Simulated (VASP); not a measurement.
Write the native input for VASP 6.6.1 that does the following.

```yaml
Task: single point
Functional: PBE
Potentials_or_basis: VASP PAW PBE potentials, release 64 (W_sv, S)
Cutoff: 520 eV
k_mesh: 12 × 12 × 2
Occupations: gaussian, width 0.01 eV
Spin: no spin polarisation
Dipole_correction: no
Further_INCAR_settings: ALGO = Normal; EDIFF = 1e-06; NBANDS = 35
```

The structure of WS2 lies in POSCAR:

```
WS2
1.0
    3.1877751722      0.0000000000      0.0000000000
   -1.5938875861      2.7606942807      0.0000000000
    0.0000000000      0.0000000000     14.8712805030
W S
2 4
Direct
    0.3333333333      0.6666666667      0.2500000000
    0.6666666667      0.3333333333      0.7500000000
    0.3333333333      0.6666666667      0.6443541218
    0.6666666667      0.3333333333      0.1443541218
    0.3333333333      0.6666666667      0.8556458782
    0.6666666667      0.3333333333      0.3556458782
```

The input as run:

INCAR

```
SYSTEM = WS2
  PREC = Accurate
  ENCUT = 520
  EDIFF = 1E-6
  ISMEAR = 0
  SIGMA = 0.01
  LREAL = .FALSE.
  LASPH = .TRUE.
  NELM = 80
  ALGO = Normal
  ISIF = 2
  LWAVE = .FALSE.
  LCHARG = .FALSE.
  GGA = PE
  NBANDS = 35
```

KPOINTS

```
regular mesh
0
G
  12 12 2
  0 0 0
```

Potentials or basis: VASP PAW PBE potentials, release 64 (W_sv, S).

Command:

```sh
$ cat potpaw_PBE.64/W_sv/POTCAR potpaw_PBE.64/S/POTCAR > POTCAR
$ mpirun -np 1 vasp_std > vasp.out
```

Results of the run:

* Pressure: 0.0 GPa
* Band gap on the k mesh: 1.64 eV, indirect (least direct gap 1.80 eV)

Caveat: spin-orbit coupling is left out, which moves the levels of the heavy elements; this functional lacks dispersion, which binds the layers, so the pressure and a relaxed spacing across them are unreliable.

Wall time 110 s on 1 thread of Intel(R) Xeon(R) Platinum 8559C (Emerald Rapids), on a shared host, peak memory 0.31 GiB.
